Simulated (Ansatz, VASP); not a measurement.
## GdN in VASP and in Ansatz

The input POSCAR:

```
GdN
1.0
    3.3263568600      0.0000000000      0.0000000000
   -1.6631784300      2.8807095500      0.0000000000
    0.0000000000      0.0000000000      3.2463595000
Gd N
1 1
Direct
    0.0000000000      0.0000000000      0.0000000000
    0.6666666667      0.3333333333      0.5000000000
```

Contents of INCAR.step1:

```
ALGO = Normal
EDIFF = 1E-4
ENCUT = 520
GGA = PE
ISMEAR = 0
ISPIN = 2
LASPH = T
LCHARG = F
LDAU = T
LDAUJ = 0 0
LDAUL = 3 -1
LDAUTYPE = 2
LDAUU = 3 0
LMAXMIX = 6
LREAL = F
LWAVE = T
MAGMOM = 7.66 -0.15
NBANDS = 22
NELM = 150
PREC = Accurate
SIGMA = 0.05
```

File INCAR.step2:

```
ALGO = Normal
EDIFF = 1E-7
ENCUT = 520
ISIF = 2
ISMEAR = 0
ISPIN = 2
ISTART = 1
LASPH = T
LCHARG = F
LDAU = T
LDAUJ = 0 0
LDAUL = 3 -1
LDAUPRINT = 1
LDAUTYPE = 2
LDAUU = 3 0
LMAXMIX = 6
LMIXTAU = T
LORBIT = 11
LREAL = F
LWAVE = F
MAGMOM = 7.66 -0.15
METAGGA = R2SCAN
NBANDS = 22
NELM = 150
PREC = Accurate
SIGMA = 0.05
```

KPOINTS

```
k-points
0
Gamma
  7 7 6
```

Input for Ansatz:

```yaml
crystal:
  lattice:
    - [3.32635686, 0.0, 0.0]
    - [-1.66317843, 2.88070955, 0.0]
    - [0.0, 0.0, 3.2463595]
  atoms:
    - { symbol: Gd, position: [0.0, 0.0, 0.0], spin: 5.0 }
    - { symbol: "N", position: [0.6666666667, 0.3333333333, 0.5] }
basis:
  ecutwfc: 500
  ecutrho_ratio: 4
kpoints:
  mp_grid: { grid: [7, 7, 6] }
hamiltonian:
  xc: r2scan
  hubbard:
    sites:
      - { site: 0, l: f, u_eff: 3.0, starting_ns: [{ spin: up, occupation_matrix: s0up }, { spin: down, occupation_matrix: s0down }] }
    occupation_matrices:
      s0up:
        matrix:
          - [0.97, 0.0, 0.0, 0.0, 0.0, 0.0, 0.0]
          - [0.0, 0.97, 0.0, 0.0, 0.0, 0.0, 0.0]
          - [0.0, 0.0, 0.02, 0.0, 0.0, 0.0, 0.0]
          - [0.0, 0.0, 0.0, 0.97, 0.0, 0.0, 0.0]
          - [0.0, 0.0, 0.0, 0.0, 0.97, 0.0, 0.0]
          - [0.0, 0.0, 0.0, 0.0, 0.0, 0.97, 0.0]
          - [0.0, 0.0, 0.0, 0.0, 0.0, 0.0, 0.97]
      s0down:
        matrix:
          - [0.02, 0.0, 0.0, 0.0, 0.0, 0.0, 0.0]
          - [0.0, 0.02, 0.0, 0.0, 0.0, 0.0, 0.0]
          - [0.0, 0.0, 0.02, 0.0, 0.0, 0.0, 0.0]
          - [0.0, 0.0, 0.0, 0.97, 0.0, 0.0, 0.0]
          - [0.0, 0.0, 0.0, 0.0, 0.02, 0.0, 0.0]
          - [0.0, 0.0, 0.0, 0.0, 0.0, 0.02, 0.0]
          - [0.0, 0.0, 0.0, 0.0, 0.0, 0.0, 0.02]
    ns_hold: { iters: 12 }
scf:
  occupations: { method: gaussian, width: 0.05 }
  lower_state_search: "off"
  max_iter: 150
output:
  forces: true
  stress: true
  eigenvalues: true
  populations: true
  hubbard: { sites: [{ site: 0, l: f }] }
magnetization:
  spin_polarized: true
```

Alike in both runs: task single point; functional r2SCAN; k mesh 7 × 7 × 6; occupations gaussian, width 0.05 eV; collinear spin; Hubbard terms Gd f U = 3.0 eV.

|  | VASP | Ansatz |
| --- | --- | --- |
| version | VASP 6.6.1 | Ansatz 0.2.0 |
| potentials or method | VASP PAW PBE potentials, release 64 (Gd, N), cutoff 520 eV | scalar-relativistic, plane waves, PAW |
| valence electrons in the cell | 23 | 23 |

```tsv
	VASP	Ansatz	Ansatz less VASP
gap on the k mesh at the Fermi level (eV)	0.24	0.19	-0.058
least direct gap on the mesh (eV)	0.38	0.33	-0.052
pressure (GPa)	-2.9	-2.9	-0.01
traceless stress, the component that is largest in VASP (GPa)	-20.11	-20.11	-0.001
net moment per atom (μB)	3.50	3.50	0.000
size of the moment on the site where the two differ most (μB)	6.82	6.96	+0.143
```

VASP's potentials were made for PBE, not for r2SCAN. Site moments also hang on the region over which each program counts them. The programs project onto different local orbitals, so the same U acts differently, and such runs can settle in different states. Ansatz's warnings: specified occupation not kept, stability check not made, symmetry narrowed by occupation matrices.

Neither program's run includes spin-orbit coupling.
